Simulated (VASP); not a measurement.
# Sn in VASP: settings compared, part 3 of 3

VASP 6.6.1. The steps go on from the part before.

**6. Electric field gradients, PBE (equal xy, yz and zx shear strains of +2 %)**

INCAR reads:

```
ALGO = Normal
EDIFF = 1E-8
ENCUT = 520
GGA = PE
ISIF = 2
ISMEAR = -1
LASPH = True
LCHARG = False
LEFG = True
LREAL = False
LWAVE = False
NBANDS = 21
NELM = 80
PREC = Accurate
SIGMA = 0.03
```

KPOINTS reads:

```
k-points
0
Gamma
  9 9 9
```

POSCAR reads:

```
Sn
1.0
    0.0649120000      3.2780560000      3.2780560000
    3.2780560000      0.0649120000      3.2780560000
    3.2780560000      3.2780560000      0.0649120000
Sn
2
Direct
    0.5000000000      0.5000000000      0.5000000000
    0.7500000000      0.7500000000      0.7500000000
```

Potentials or basis: VASP PAW PBE potentials, release 64 (Sn_d).

Run with:

```console
$ cat potpaw_PBE.64/Sn_d/POTCAR > POTCAR
$ mpirun -np 1 vasp_std > vasp.out
```

OUTCAR:

```text
EDIFF = 1E-8
   ENCUT = 520
   GGA = PE
   ISIF = 2
   ISMEAR = -1
   LASPH = True
   LREAL = False
   NELM = 80
   PREC = Accurate

 ion  position               nearest neighbor table
   1  0.500  0.500  0.500-   2 2.79   2 2.79   2 2.79   2 2.87
   2  0.750  0.750  0.750-   1 2.79   1 2.79   1 2.79   1 2.87

  LATTYP: Found a trigonal (rhomboedric) cell.
 ALAT       =     4.6363256838
 COS(alpha) =     0.5197000882

  Lattice vectors:

 A1 = (   0.0649120000,   3.2780560000,   3.2780560000)
 A2 = (   3.2780560000,   0.0649120000,   3.2780560000)
 A3 = (   3.2780560000,   3.2780560000,   0.0649120000)

Analysis of symmetry for initial positions (statically):
=====================================================================
 Subroutine PRICEL returns:
 Original cell was already a primitive cell.

 Routine SETGRP: Setting up the symmetry group for a
 trigonal (rhombohedral) supercell.

 Subroutine GETGRP returns: Found 12 space group operations
 (whereof  6 operations were pure point group operations)
 out of a pool of 12 trial point group operations.

The static configuration has the point symmetry C_3v.
 The point group associated with its full space group is D_3d.

Analysis of symmetry for dynamics (positions and initial velocities):
=====================================================================
 Subroutine PRICEL returns:
 Original cell was already a primitive cell.

 Routine SETGRP: Setting up the symmetry group for a
 trigonal (rhombohedral) supercell.

 Subroutine GETGRP returns: Found 12 space group operations
 (whereof  6 operations were pure point group operations)
 out of a pool of 12 trial point group operations.

The dynamic configuration has the point symmetry C_3v.
 The point group associated with its full space group is D_3d.

 Subroutine INISYM returns: Found 12 space group operations
 (whereof  6 operations are pure point group operations),
 and found     1 'primitive' translations

----------------------------------------------------------------------------------------

                                     Primitive cell

  volume of cell :      68.3574

  direct lattice vectors                    reciprocal lattice vectors
     0.064912000  3.278056000  3.278056000    -0.157136425  0.154085232  0.154085232
     3.278056000  0.064912000  3.278056000     0.154085232 -0.157136425  0.154085232
     3.278056000  3.278056000  0.064912000     0.154085232  0.154085232 -0.157136425

  length of vectors
     4.636325684  4.636325684  4.636325684     0.268656609  0.268656609  0.268656609

  position of ions in fractional coordinates (direct lattice)
     0.500000000  0.500000000  0.500000000
     0.750000000  0.750000000  0.750000000

  ion indices of the primitive-cell ions
   primitive index   ion index
                 1           1
                 2           2

----------------------------------------------------------------------------------------

 KPOINTS: k-points
[... 72 lines left out ...]
   IBRION =     -1    ionic relax: 0-MD 1-quasi-New 2-CG
   NFREE  =      0    steps in history (QN), initial steepest desc. (CG)
   ISIF   =      2    stress and relaxation
   ISYM   =      2    0-nonsym 1-usesym 2-fastsym
   POTIM  = 0.5000    time-step for ionic-motion
   TEBEG  =    0.0;   TEEND  =   0.0 temperature during run
   PSTRESS=    0.0 pullay stress
   NELECT =      28.0000    total number of electrons
   NUPDOWN=      -1.0000    fix difference up-down
   EMIN   =  10.00;   EMAX   =-10.00  energy-range for DOS
   EFERMI =   0.00;   METHOD = LEGACY
   ISMEAR =    -1;   SIGMA  =   0.03  broadening in eV -4-tet -1-fermi 0-gaus
   EFERMI_NEDOS =   21; number of points for ismear=-14 and -15
   IALGO  =     38    algorithm
   IMIX   =      4    mixing-type and parameters
     AMIX     =   0.40;   BMIX     =  1.00
     AMIX_MAG =   1.60;   BMIX_MAG =  1.00
  volume/ion in A,a.u.               =      34.18       230.65
  Fermi-wavevector in a.u.,A,eV,Ry     =   1.215810  2.297547 20.112045  1.478194
  Thomas-Fermi vector in A             =   2.351185
   LORBIT       =      0    0 simple, 1 ext, 2 COOP (PROOUT), +10 PAW based schemes
   GGA     = PE    functional components
   LHFCALC =     F    Hartree Fock is set to
   AEXX    =    0.0000 exact exchange contribution
   IVDW    =     0    specifies the selected vdW correction
   LEPSILON=     F    determine dielectric tensor
   LRPA    =     F    only Hartree local field effects (RPA)
 non-spin polarized calculation
  energy-cutoff  :      520.00
  volume of cell :       68.36
 maximum number of plane-waves:      1868
   NGX = 17   NGY = 17   NGZ = 17

 number of electron      28.0000008 magnetization

 Free energy of the ion-electron system (eV)
  ---------------------------------------------------
  ext. energy  EPLUGINS =         0.00000000
  ---------------------------------------------------
  free energy    TOTEN  =        -7.62607392 eV

  energy without entropy =       -7.62536585  energy(sigma->0) =       -7.62571988

 E-fermi :   5.5862     XC(G=0):  -8.8731

 val. band max:        5.5853407296   @ k =   0.4444  -0.0000  -0.0000
 cond. band min:       5.6895226913   @ k =   0.0000   0.0000   0.0000
 fundamental gap:      0.1041819617
 Fermi energy:         5.5862004299

 k-point     1 :       0.0000    0.0000    0.0000
  band No.  band energies     occupation
      1     -16.0653      2.00000
      2     -16.0653      2.00000
      3     -16.0143      2.00000
      4     -15.9888      2.00000
      5     -15.9888      2.00000
      6     -15.7083      2.00000
[... 565 lines left out ...]
     20      15.5274      0.00000
     21      15.8117      0.00000

 [... further k-points ...]

------------------------ aborting loop because EDIFF is reached ----------------------------------------

  FORCE on cell =-STRESS in cart. coord.  units (eV):
  Direction    XX          YY          ZZ          XY          YZ          ZX
  --------------------------------------------------------------------------------------
  -------------------------------------------------------------------------------------
  Total        1.3807566      1.3807566      1.3807566     -0.4360281     -0.4360281     -0.4360281
  in kB       32.3625085     32.3625085     32.3625085    -10.2197330    -10.2197330    -10.2197330
  external PRESSURE =      32.3625085 kB  Pullay stress =       0.0000000 kB

 VOLUME and BASIS-vectors are now :
 -----------------------------------------------------------------------------
  energy-cutoff  :      520.00
  volume of cell :       68.36
      direct lattice vectors                 reciprocal lattice vectors
     0.064912000  3.278056000  3.278056000    -0.157136425  0.154085232  0.154085232
     3.278056000  0.064912000  3.278056000     0.154085232 -0.157136425  0.154085232
     3.278056000  3.278056000  0.064912000     0.154085232  0.154085232 -0.157136425

 POSITION                                       TOTAL-FORCE (eV/Angst)
 -----------------------------------------------------------------------------------
      3.31051      3.31051      3.31051         0.177436      0.177436      0.177436
      4.96577      4.96577      4.96577        -0.177436     -0.177436     -0.177436
 -----------------------------------------------------------------------------------
    total drift:                                0.000000      0.000000      0.000000

  FREE ENERGIE OF THE ION-ELECTRON SYSTEM (eV)
  ---------------------------------------------------
  free  energy   TOTEN  =        -7.6260739219 eV

  energy  without entropy=       -7.6253658477  energy(sigma->0) =       -7.62571988

 Electric field gradients (V/A^2)
---------------------------------------------------------------------
 ion       V_xx      V_yy      V_zz      V_xy      V_xz      V_yz
---------------------------------------------------------------------
   1      -0.000     0.000    -0.000    14.732    14.732    14.732
   2      -0.000     0.000     0.000    14.732    14.732    14.732
---------------------------------------------------------------------

 Electric field gradients after diagonalization (V/A^2)
 (convention: |V_zz| > |V_xx| > |V_yy|)
----------------------------------------------------------------------
 ion       V_xx      V_yy      V_zz     asymmetry (V_yy - V_xx)/ V_zz
----------------------------------------------------------------------
   1     -14.732   -14.732    29.464       0.000
   2     -14.732   -14.732    29.464       0.000
----------------------------------------------------------------------

           NMR quadrupolar parameters

 Cq : quadrupolar parameter    Cq=e*Q*V_zz/h
 eta: asymmetry parameters     (V_yy - V_xx)/ V_zz
 Q  : nuclear electric quadrupole moment in mb (millibarn)
----------------------------------------------------------------------
 ion       Cq(MHz)       eta       Q (mb)
----------------------------------------------------------------------
   1       0.071       0.000       1.000
   2       0.071       0.000       1.000
----------------------------------------------------------------------
```

OSZICAR:

```text
N       E                     dE             d eps       ncg     rms          rms(c)
DAV:   1     0.231981231089E+03    0.23198E+03   -0.14966E+04  3615   0.195E+03
DAV:   2     0.177549931294E+02   -0.21423E+03   -0.20966E+03  3590   0.451E+02
DAV:   3    -0.686572932054E+01   -0.24621E+02   -0.24493E+02  4205   0.141E+02
DAV:   4    -0.766042760327E+01   -0.79470E+00   -0.79443E+00  3990   0.287E+01
DAV:   5    -0.768775307972E+01   -0.27325E-01   -0.27325E-01  5188   0.516E+00    0.323E+00
DAV:   6    -0.764418224077E+01    0.43571E-01   -0.28460E-02  4817   0.203E+00    0.189E+00
DAV:   7    -0.762382932662E+01    0.20353E-01   -0.46962E-02  4010   0.220E+00    0.164E-01
DAV:   8    -0.762564988206E+01   -0.18206E-02   -0.57537E-03  4070   0.822E-01    0.530E-02
DAV:   9    -0.762604137004E+01   -0.39149E-03   -0.47756E-04  4335   0.148E-01    0.156E-02
DAV:  10    -0.762606911732E+01   -0.27747E-04   -0.45970E-05  4277   0.539E-02    0.563E-03
DAV:  11    -0.762607372329E+01   -0.46060E-05   -0.78633E-06  4362   0.193E-02    0.168E-03
DAV:  12    -0.762607391607E+01   -0.19279E-06   -0.50415E-07  4219   0.582E-03    0.936E-04
DAV:  13    -0.762607392193E+01   -0.58558E-08   -0.78829E-08  3265   0.160E-03
   1 F= -.76260739E+01 E0= -.76257199E+01  d E =-.708074E-03
```

stdout:

```text
POSCAR found type information on POSCAR Sn
 POSCAR found :  1 types and       2 ions
 scaLAPACK will be used
 LDA part: xc-table for (Slater+PW92), standard interpolation
 POSCAR, INCAR and KPOINTS ok, starting setup
 FFT: planning ... GRIDC
 FFT: planning ... GRID_SOFT
 FFT: planning ... GRID
 WAVECAR not read
 entering main loop
ion   1

ion   2
```

It took 77 s on 1 thread of Intel Xeon Platinum 8375C at 2.90GHz (Ice Lake), shared host; peak memory 0.25 GiB.

Results:

* Free energy: -7.6261 eV
* Pressure: 3.2 GPa
* Largest force: 0.307 eV/Å
* Band gap on the k mesh: zero (bands 14 and 15 overlap by 0.15 eV)
* Largest electric field gradient by atom: Sn +29.5 V/Å²

Forces in eV/Å, atoms in the order of the input:
```
Sn   0.177  0.177  0.177
Sn  -0.177 -0.177 -0.177
```

Levels at points of the mesh, in eV from the Fermi level:
```
           k point  band 10  band 11  band 12  band 13  band 14  band 15  band 16  band 17  band 18  band 19
(0.00, 0.00, 0.00)   -21.25   -10.55    -0.61     0.10     0.15     0.15     2.00     2.33     2.33     5.08
```

Electric field gradients, principal values (V/Å²):
```csv
atom,least,middle,greatest (by size)
1 Sn,-14.732,-14.732,29.464
2 Sn,-14.732,-14.732,29.464
```

Caveat: the cell differs from its parent crystal (equal xy, yz and zx shear strains of +2 %); the cell stands under pressure; without QUAD_EFG the Cq values of the log hold for a quadrupole moment of 1 mb, not for the nuclei; spin-orbit coupling is left out, which moves the levels of the heavy elements.

**7. Overview**

```csv
level,cell,gap on the mesh (eV),pressure (GPa)
PBE,"a = 4.650 Å, angles 60.0°, 2 atoms",none,1.3
PBE,"a = 4.680 Å, angles 60.0°, 2 atoms",none,0.6
r2SCAN,"a = 4.590 Å, angles 60.0°, 2 atoms",none,1.6
PBE,"a = 4.636 Å, angles 58.7°, 2 atoms",none,3.2
```

Alike in all rows: task electric field gradients; potentials or basis VASP PAW PBE potentials, release 64 (Sn_d); no spin polarisation; k mesh 9 × 9 × 9; cutoff (eV) 520; smearing fermi-dirac 0.03 eV.

Caveats: spin-orbit coupling is left out, which moves the levels of the heavy elements; the PAW data sets were made with another functional, which shifts forces and pressure a little (at least some runs); the cell stands under pressure (at least some runs).

Absolute energies hang on the potentials; compare differences alone.
